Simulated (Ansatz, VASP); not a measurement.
# Two plane-wave programs on Te2Mo

The input INCAR:

```
PREC = Accurate ; ENCUT = 520
EDIFF = 1E-6 ; ISMEAR = 0
SIGMA = 0.05 ; LREAL = F
LASPH = T ; NELM = 100
ALGO = Normal ; ISIF = 2
LWAVE = F ; LCHARG = F
GGA = PE ; NBANDS = 35
```

The input KPOINTS:

```
Automatic mesh
0
Gamma
  12 12 2
```

File POSCAR:

```
Te2Mo
1.0
    3.6459930939      0.0000000000      0.0000000000
   -1.8229965469      3.1575226414      0.0000000000
    0.0000000000      0.0000000000     15.5848366244
Te Mo
4 2
Direct
    0.3333333333      0.6666666667      0.6310943552
    0.6666666667      0.3333333333      0.1310943552
    0.3333333333      0.6666666667      0.8689056448
    0.6666666667      0.3333333333      0.3689056448
    0.3333333333      0.6666666667      0.2500000000
    0.6666666667      0.3333333333      0.7500000000
```

Input for Ansatz:

```yaml
crystal:
  lattice:
    - [3.6459930939, 0.0, 0.0]
    - [-1.8229965469, 3.1575226414, 0.0]
    - [0.0, 0.0, 15.5848366244]
  atoms:
    - { symbol: Te, position: [0.3333333333, 0.6666666667, 0.6310943552] }
    - { symbol: Te, position: [0.6666666667, 0.3333333333, 0.1310943552] }
    - { symbol: Te, position: [0.3333333333, 0.6666666667, 0.8689056448] }
    - { symbol: Te, position: [0.6666666667, 0.3333333333, 0.3689056448] }
    - { symbol: Mo, position: [0.3333333333, 0.6666666667, 0.25] }
    - { symbol: Mo, position: [0.6666666667, 0.3333333333, 0.75] }
basis:
  ecutwfc: 420
kpoints:
  mp_grid: { grid: [12, 12, 2] }
hamiltonian:
  xc: pbe
scf:
  occupations: { method: gaussian, width: 0.05 }
output:
  forces: true
  stress: true
  eigenvalues: true
```

Change from the starting cell: strain +0.025 along x and y, +0.025 along z, atoms carried along.

Alike in both runs: task single point; functional PBE; k mesh 12 × 12 × 2; occupations gaussian, width 0.05 eV; no spin polarisation.

|  | VASP | Ansatz |
| --- | --- | --- |
| version | VASP 6.6.1 | Ansatz 0.2.0 |
| potentials or method | VASP PAW PBE potentials, release 64 (Te, Mo_sv), cutoff 520 eV | scalar-relativistic, plane waves, PAW |
| valence electrons in the cell | 52 | 92 |

|  | VASP | Ansatz | Ansatz less VASP |
| --- | --- | --- | --- |
| gap on the k mesh at the Fermi level (eV) | 0.92 | 0.92 | 0.000 |
| least direct gap on the mesh (eV) | 0.92 | 0.92 | 0.000 |
| pressure (GPa) | -5.3 | -5.3 | -0.01 |
| traceless stress, the component that is largest in VASP (GPa) | -0.69 | -0.73 | -0.040 |
| rms of the force components (eV/Å) | 0.421 | 0.426 | +0.0044 |

Atom by atom the forces differ by 0.004 eV/Å (rms over components). VASP's potentials hold 52 valence electrons a cell and Ansatz's 92, so a difference there can come from the potentials and not from the codes.

Spin-orbit coupling is off throughout.
